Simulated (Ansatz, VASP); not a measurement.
## One calculation of Ru, two programs

INCAR

```
PREC = Accurate
ENCUT = 560
EDIFF = 1E-6
ISMEAR = -1
SIGMA = 0.08
LREAL = False
LASPH = True
NELM = 120
ALGO = Normal
ISIF = 2
LWAVE = False
LCHARG = False
GGA = PS
NBANDS = 23
GGA_COMPAT = False
```

Contents of KPOINTS:

```
regular mesh
0
Gamma
  18 18 10
```

Contents of POSCAR:

```
Ru
1.0
    2.2572005317      0.0000000000      0.0000000000
   -1.1286002659      1.9547930019      0.0000000000
    0.0000000000      0.0000000000      3.6233541004
Ru
2
Direct
    0.3333333333      0.6666666667      0.2500000000
    0.6666666667      0.3333333333      0.7500000000
```

Input for Ansatz:

```yaml
crystal:
  lattice:
    - [2.2572005317, 0.0, 0.0]
    - [-1.1286002659, 1.9547930019, 0.0]
    - [0.0, 0.0, 3.6233541004]
  atoms:
    - { symbol: Ru, position: [0.3333333333, 0.6666666667, 0.25] }
    - { symbol: Ru, position: [0.6666666667, 0.3333333333, 0.75] }
kpoints:
  mp_grid: { grid: [18, 18, 10] }
scf:
  occupations: { method: fermi_dirac, width: 0.08 }
hamiltonian:
  xc: pbesol
  pseudopotentials: { kind: paw }
output:
  forces: true
  stress: true
  eigenvalues: true
  populations: true
```

Change from the starting cell: volume scaled by 0.6, PAW files.

Alike in both runs: task single point; functional PBEsol; k mesh 18 × 18 × 10; occupations fermi-dirac, width 0.08 eV; no spin polarisation.

|  | VASP | Ansatz |
| --- | --- | --- |
| version | VASP 6.6.1 | Ansatz 0.2.0 |
| potentials or method | VASP PAW PBE potentials, release 64 (Ru_sv) | PAW with Ansatz's default frozen-core files, scalar-relativistic |
| plane-wave cutoff (eV) | 560 | 420 |
| valence electrons in the cell | 32 | 32 |

Ansatz gave:

```
pressure (GPa)                                                : 562.3
traceless stress, the component that is largest in VASP (GPa) : 0.21
```

Q: What did VASP give for the same quantities?

A: Pressure (GPa): 561.3; traceless stress, the component that is largest in VASP (GPa): 0.07.

VASP's potentials were made for PBE, not for PBEsol. Both programs put the cell under a high pressure, so it lies far from rest at this level. With one functional, cell and mesh, what is left measures potentials, basis and numerics.

Noted on VASP's run: the cell as given lies far from equilibrium.
